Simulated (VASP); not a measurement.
Set up this calculation in VASP 6.6.1, as the native input.

```yaml
Task: single point
Functional: PBE
Potentials_or_basis: VASP PAW PBE potentials, release 64 (Si, W_sv)
Cutoff: 520 eV
k_mesh: 2 × 2 × 2
Occupations: methfessel-paxton, width 0.1 eV
Spin: no spin polarisation
Dipole_correction: no
Further_INCAR_settings: LREAL = Auto; ALGO = Normal; EDIFF = 1e-06; NBANDS = 231
```

The structure of Si2W lies in POSCAR:

```
Si2W
1.0
    9.6876021868      0.0000000000      0.0000000000
    0.0000000000      9.6876021868      0.0000000000
   -3.2292007289     -3.2292007289      7.8679106446
Si W
36 18
Direct
    0.1115069040      0.1115069040      0.3345207121
    0.2218264293      0.2218264293      0.1654792879
    0.1115069040      0.1115069040      0.8345207121
    0.2218264293      0.2218264293      0.6654792879
    0.1115069040      0.4448402374      0.3345207121
    0.2218264293      0.5551597626      0.1654792879
    0.1115069040      0.4448402374      0.8345207121
    0.2218264293      0.5551597626      0.6654792879
    0.1115069040      0.7781735707      0.3345207121
    0.2218264293      0.8884930960      0.1654792879
    0.1115069040      0.7781735707      0.8345207121
    0.2218264293      0.8884930960      0.6654792879
    0.4448402374      0.1115069040      0.3345207121
    0.5551597626      0.2218264293      0.1654792879
    0.4448402374      0.1115069040      0.8345207121
    0.5551597626      0.2218264293      0.6654792879
    0.4448402374      0.4448402374      0.3345207121
    0.5551597626      0.5551597626      0.1654792879
    0.4448402374      0.4448402374      0.8345207121
    0.5551597626      0.5551597626      0.6654792879
    0.4448402374      0.7781735707      0.3345207121
    0.5551597626      0.8884930960      0.1654792879
    0.4448402374      0.7781735707      0.8345207121
    0.5551597626      0.8884930960      0.6654792879
    0.7781735707      0.1115069040      0.3345207121
    0.8884930960      0.2218264293      0.1654792879
    0.7781735707      0.1115069040      0.8345207121
    0.8884930960      0.2218264293      0.6654792879
    0.7781735707      0.4448402374      0.3345207121
    0.8884930960      0.5551597626      0.1654792879
    0.7781735707      0.4448402374      0.8345207121
    0.8884930960      0.5551597626      0.6654792879
    0.7781735707      0.7781735707      0.3345207121
    0.8884930960      0.8884930960      0.1654792879
    0.7781735707      0.7781735707      0.8345207121
    0.8884930960      0.8884930960      0.6654792879
    0.0000000000      0.0000000000      0.0000000000
    0.0000000000      0.0000000000      0.5000000000
    0.0000000000      0.3333333333      0.0000000000
    0.0000000000      0.3333333333      0.5000000000
    0.0000000000      0.6666666667      0.0000000000
    0.0000000000      0.6666666667      0.5000000000
    0.3333333333      0.0000000000      0.0000000000
    0.3333333333      0.0000000000      0.5000000000
    0.3333333333      0.3333333333      0.0000000000
    0.3333333333      0.3333333333      0.5000000000
    0.3333333333      0.6666666667      0.0000000000
    0.3333333333      0.6666666667      0.5000000000
    0.6666666667      0.0000000000      0.0000000000
    0.6666666667      0.0000000000      0.5000000000
    0.6666666667      0.3333333333      0.0000000000
    0.6666666667      0.3333333333      0.5000000000
    0.6666666667      0.6666666667      0.0000000000
    0.6666666667      0.6666666667      0.5000000000
```

One way to write it, as run:

INCAR

```
SYSTEM = Si2W
ALGO = Normal
EDIFF = 1E-6
ENCUT = 520
GGA = PE
ISIF = 2
ISMEAR = 1
LASPH = .TRUE.
LCHARG = .FALSE.
LREAL = Auto
LUSENCCL = .FALSE.
LWAVE = .FALSE.
NBANDS = 231
NELM = 60
PREC = Accurate
SIGMA = 0.1
```

KPOINTS

```
k-points
0
G
  2 2 2
  0 0 0
```

Potentials or basis: VASP PAW PBE potentials, release 64 (Si, W_sv).

The run is started by

```console
$ cat potpaw_PBE.64/Si/POTCAR potpaw_PBE.64/W_sv/POTCAR > POTCAR
$ mpirun -np 1 vasp_std > vasp.out
```

Results of the run:

```json
{
  "Pressure": "-0.1 GPa",
  "Largest force": "0.005 eV/Å",
  "Band gap on the k mesh": "zero (bands 198 and 199 overlap by 0.89 eV)"
}
```

Caveat: the k points lie up to 0.40 Å⁻¹ apart, too coarse for converged energies and pressures of a metal; spin-orbit coupling is left out, which moves the levels of the heavy elements.

Run time: 93 s on 1 × NVIDIA H100 80GB with 1 thread of AMD EPYC 7R13 Processor (Zen 3), on a shared host, peak memory 2 GiB.
